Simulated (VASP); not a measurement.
**Li2YAl3: single point with PBE**

Crystal: Li2YAl3.

```
CELL_PARAMETERS angstrom
4.74547 0.00000 0.00000
-2.37274 4.10970 0.00000
0.00000 0.00000 5.83123
ATOMIC_POSITIONS crystal
Li 0.33333 0.66667 0.00000
Li 0.66667 0.33333 0.00000
Y 0.00000 0.00000 0.50000
Al 0.33333 0.66667 0.50000
Al 0.66667 0.33333 0.50000
Al 0.00000 0.00000 0.00000
```

* Program: VASP 6.6.1
* Task: single point
* Functional: PBE
* Potentials or basis: VASP PAW PBE potentials, release 64 (Li_sv, Y_sv, Al)
* Cutoff: 520 eV
* k mesh: 6 × 6 × 4
* Occupations: gaussian, width 0.1 eV
* Spin: no spin polarisation
* Dipole correction: no
* Further INCAR settings: ALGO = Normal; EDIFF = 1e-06; NBANDS = 22

```json
{"Band gap on the k mesh": "zero (band 13 reaches 5.33 eV, above the bottom of band 14 at 3.81 eV)"}
```

Levels at points of the mesh, in eV from the Fermi level:
```
           k point  band 11  band 12  band 13  band 14  band 15  band 16
(0.00, 0.00, 0.00)    -2.70     0.18     0.86     0.86     1.66     1.66
(0.50, 0.00, 0.00)    -1.74    -0.73    -0.52    -0.41     0.79     0.89
(0.00, 0.00, 0.50)    -1.07     0.10     0.18     0.18     0.34     2.16
(0.50, 0.00, 0.50)    -1.17    -1.15    -1.08     0.03     0.82     0.85
```

Run time: 39 s on 1 thread of AMD EPYC 9R45 96-Core Processor (Zen 5), with other jobs on the host, peak memory 0.24 GiB.
